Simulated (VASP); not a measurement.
# BaS (P-6m2) in VASP: elastic constants with PBE

Aim: the elastic constants of BaS with PBE.

Program: VASP 6.6.1. These are calculated values, not measurements. Logs are shortened: lines on timing, memory, paths and dates and some standing lists are left out, and cuts for length are marked.

**1. The cell of the first run**

The structure is hexagonal, space group P-6m2 (No. 187). Conventional cell: a = 4.366 Å, b = 4.366 Å, c = 3.978 Å, α = 90.00°, β = 90.00°, γ = 120.00°. Ba (site symmetry -6m2) has 6 S at 3.21 Å and 8 Ba at 3.98 to 4.37 Å within 4.4 Å. S (site symmetry -6m2) has 6 Ba at 3.21 Å and 8 S at 3.98 to 4.37 Å within 4.4 Å.

**2. Elastic constants, PBE**

INCAR

```
SYSTEM = BaS
PREC = Accurate
ENCUT = 600
EDIFF = 1E-8
ISMEAR = 0
SIGMA = 0.01
LREAL = .FALSE.
LASPH = .TRUE.
NELM = 100
ALGO = Normal
ISIF = 3
LWAVE = .FALSE.
LCHARG = .FALSE.
GGA = PE
NBANDS = 15
IBRION = 6
NFREE = 2
POTIM = 0.015
NSW = 1
```

KPOINTS

```
regular mesh
0
G
  6 6 8
  0 0 0
```

POSCAR

```
BaS
1.0
    4.3657349495      0.0000000000      0.0000000000
   -2.1828674748      3.7808373724      0.0000000000
    0.0000000000      0.0000000000      3.9780918227
Ba S
1 1
Direct
    0.0000000000      0.0000000000      0.5000000000
    0.6666666667      0.3333333333      0.0000000000
```

Potentials or basis: VASP PAW PBE potentials, release 64 (Ba_sv, S).

On the command line:

```console
cat potpaw_PBE.64/Ba_sv/POTCAR potpaw_PBE.64/S/POTCAR > POTCAR
mpirun -np 1 vasp_std > vasp.out
```

OUTCAR:

```text
SYSTEM = BaS
   PREC = Accurate
   ENCUT = 600
   EDIFF = 1E-8
   ISMEAR = 0
   LREAL = .FALSE.
   LASPH = .TRUE.
   NELM = 100
   ISIF = 3
   GGA = PE
   IBRION = 6
   NFREE = 2
   POTIM = 0.015
   NSW = 1

 ion  position               nearest neighbor table
   1  0.000  0.000  0.500-   2 3.21   2 3.21   2 3.21   2 3.21   2 3.21   2 3.21
   2  0.667  0.333  0.000-   1 3.21   1 3.21   1 3.21   1 3.21   1 3.21   1 3.21

  LATTYP: Found a hexagonal cell.
 ALAT       =     4.3657349495
 C/A-ratio  =     0.9112078192

  Lattice vectors:

 A1 = (   4.3657349495,   0.0000000000,   0.0000000000)
 A2 = (  -2.1828674748,   3.7808373724,   0.0000000000)
 A3 = (   0.0000000000,   0.0000000000,   3.9780918227)

Analysis of symmetry for initial positions (statically):
=====================================================================
 Subroutine PRICEL returns:
 Original cell was already a primitive cell.

 Routine SETGRP: Setting up the symmetry group for a
 hexagonal supercell.

 Subroutine GETGRP returns: Found 12 space group operations
 (whereof 12 operations were pure point group operations)
 out of a pool of 24 trial point group operations.

The static configuration has the point symmetry D_3h.

Analysis of symmetry for dynamics (positions and initial velocities):
=====================================================================
 Subroutine PRICEL returns:
 Original cell was already a primitive cell.

 Routine SETGRP: Setting up the symmetry group for a
 hexagonal supercell.

 Subroutine GETGRP returns: Found 12 space group operations
 (whereof 12 operations were pure point group operations)
 out of a pool of 24 trial point group operations.

The dynamic configuration has the point symmetry D_3h.

 Subroutine INISYM returns: Found 12 space group operations
[... 766 lines left out ...]
      5      -8.1792      2.00000
      6       0.1054      2.00000
      7       0.8142      2.00000
      8       0.8142      2.00000
      9       5.0189      0.00000
     10       6.6164      0.00000
     11       7.2055      0.00000
     12       8.4380      0.00000
     13       8.7011      0.00000
     14      10.0435      0.00000
     15      11.4557      0.00000

 [... further k-points ...]

------------------------ aborting loop because EDIFF is reached ----------------------------------------

  FORCE on cell =-STRESS in cart. coord.  units (eV):
  Direction    XX          YY          ZZ          XY          YZ          ZX
  --------------------------------------------------------------------------------------
  -------------------------------------------------------------------------------------
  Total        0.2384651      0.2384651      0.2987005     -0.0000000      0.0000000      0.0000000
  in kB        5.8185563      5.8185563      7.2883009     -0.0000000      0.0000000      0.0000000
  external PRESSURE =       6.3084712 kB  Pullay stress =       0.0000000 kB
[... 17 lines left out ...]
  FREE ENERGIE OF THE ION-ELECTRON SYSTEM (eV)
  ---------------------------------------------------
  free  energy   TOTEN  =        -9.9142214933 eV

  energy  without entropy=       -9.9142214933  energy(sigma->0) =       -9.91422149

 INTERNAL STRAIN TENSORS FROM STRAINED CELLS
 ============================================

 INTERNAL STRAIN TENSOR FOR ION    1 for displacements in x,y,z  (eV/Angst):
          X           Y           Z          XY          YZ          ZX
  --------------------------------------------------------------------------------
  x    -0.00000     0.00000     0.00000     1.87085     0.00000    -0.00000
  y     1.87479    -1.87603    -0.00000     0.00001    -0.00036     0.00029
  z     0.00000     0.00000     0.00000     0.00000     0.00131     0.00000

 INTERNAL STRAIN TENSORS FROM DISPLACED ATOMS
 ============================================

 INTERNAL STRAIN TENSOR FOR ION    1 for displacements in x,y,z  (eV/Angst):
          X           Y           Z          XY          YZ          ZX
  --------------------------------------------------------------------------------
  x    -0.00000     0.00000     0.00000     1.87627     0.00000     0.00000
  y     1.87627    -1.87627     0.00000     0.00000     0.00000     0.00000
  z     0.00000     0.00000     0.00000     0.00000     0.00000     0.00000

 INTERNAL STRAIN TENSOR FOR ION    2 for displacements in x,y,z  (eV/Angst):
          X           Y           Z          XY          YZ          ZX
  --------------------------------------------------------------------------------
  x     0.00000    -0.00000     0.00000    -1.86364     0.00000     0.00000
  y    -1.86364     1.86364     0.00000    -0.00000     0.00000     0.00000
  z     0.00000     0.00000     0.00000     0.00000     0.00000     0.00000

 Eigenvectors and eigenvalues of the dynamical matrix
 ----------------------------------------------------

   1 f  =    4.742289 THz    29.796679 2PiTHz  158.185727 cm-1    19.612522 meV
             X         Y         Z           dx          dy          dz
      0.000000  0.000000  1.989046    -0.406811    0.154006   -0.000000
      2.182867  1.260279  0.000000     0.842114   -0.318797    0.000000
[... 21 lines left out ...]
   6 f/i=    0.001346 THz     0.008455 2PiTHz    0.044885 cm-1     0.005565 meV
             X         Y         Z           dx          dy          dz
      0.000000  0.000000  1.989046     0.000000   -0.000000   -0.900255
      2.182867  1.260279  0.000000    -0.000000    0.000000   -0.435363

--------------------------------------------------------------------------------------------------------

 ELASTIC MODULI CONTR FROM IONIC RELAXATION (kBar)
 Direction    XX          YY          ZZ          XY          YZ          ZX
 --------------------------------------------------------------------------------
 XX         -35.6738     35.6738      0.0000      0.0000      0.0000      0.0000
 YY          35.6738    -35.6738     -0.0000      0.0000     -0.0000      0.0000
 ZZ           0.0000     -0.0000     -0.0000      0.0000     -0.0000      0.0000
 XY           0.0000      0.0000      0.0000    -35.6738     -0.0000      0.0000
 YZ           0.0000     -0.0000     -0.0000     -0.0000     -0.0000      0.0000
 ZX           0.0000      0.0000      0.0000      0.0000      0.0000      0.0000
 --------------------------------------------------------------------------------

 TOTAL ELASTIC MODULI (kBar)
 Direction    XX          YY          ZZ          XY          YZ          ZX
 --------------------------------------------------------------------------------
 XX         637.8342    332.0391    173.6461     -0.0000      0.0000      0.0000
 YY         332.0391    637.8342    173.6461     -0.0000     -0.0000      0.0000
 ZZ         173.6461    173.6461   1085.6827     -0.0000     -0.0000      0.0000
 XY          -0.0000     -0.0000     -0.0000    152.8976     -0.0000      0.0000
 YZ          -0.0000     -0.0000     -0.0000      0.0000    147.6982     -0.0000
 ZX          -0.0000      0.0000      0.0000      0.0000     -0.0000    147.6982
 --------------------------------------------------------------------------------
```

OSZICAR:

```text
N       E                     dE             d eps       ncg     rms          rms(c)
DAV:   1     0.931705015721E+02    0.93171E+02   -0.73504E+03  1050   0.102E+03
DAV:   2    -0.464331429291E+01   -0.97814E+02   -0.90067E+02  1465   0.184E+02
DAV:   3    -0.103368371006E+02   -0.56935E+01   -0.56544E+01  1553   0.480E+01
[... 264 lines left out ...]
DAV:   5    -0.991422096357E+01   -0.14048E-05   -0.39859E-05  1418   0.341E-02    0.133E-02
DAV:   6    -0.991422133707E+01   -0.37350E-06   -0.70387E-06  1593   0.166E-02    0.598E-03
DAV:   7    -0.991422142738E+01   -0.90315E-07   -0.10209E-06  1600   0.586E-03    0.181E-03
DAV:   8    -0.991422149049E+01   -0.63108E-07   -0.82907E-08  1586   0.208E-03    0.627E-04
DAV:   9    -0.991422149330E+01   -0.28122E-08   -0.66698E-09  1430   0.560E-04
  21 F= -.99142215E+01 E0= -.99142215E+01  d E =-.270771E-52
```

Run time: 36 min. Hardware: 1 thread of Oxide Virtual Turin-like, shared host; peak memory 0.36 GiB.

Results:

```
Voigt bulk modulus                                      : 41 GPa
Highest phonon frequency at Γ, LO-TO splitting left out : 158 cm⁻¹
```

Phonon frequencies in cm⁻¹ (negative: imaginary):
| q point | frequencies |
| --- | --- |
| (0.000, 0.000, 0.000) | 0 0 0 146 158 158 |

Elastic tensor in Voigt notation (GPa, in the Cartesian axes of the cell as first typed):
```
 64  33  17   0   0   0
 33  64  17   0   0   0
 17  17 109   0   0   0
  0   0   0  15   0   0
  0   0   0   0  15   0
  0   0   0   0   0  15
```

Clamped-ion elastic tensor (GPa):
```
 67  30  17   0   0   0
 30  67  17   0   0   0
 17  17 109   0   0   0
  0   0   0  15   0   0
  0   0   0   0  15   0
  0   0   0   0   0  19
```

Caveat: spin-orbit coupling is left out, which moves the levels of the heavy elements.
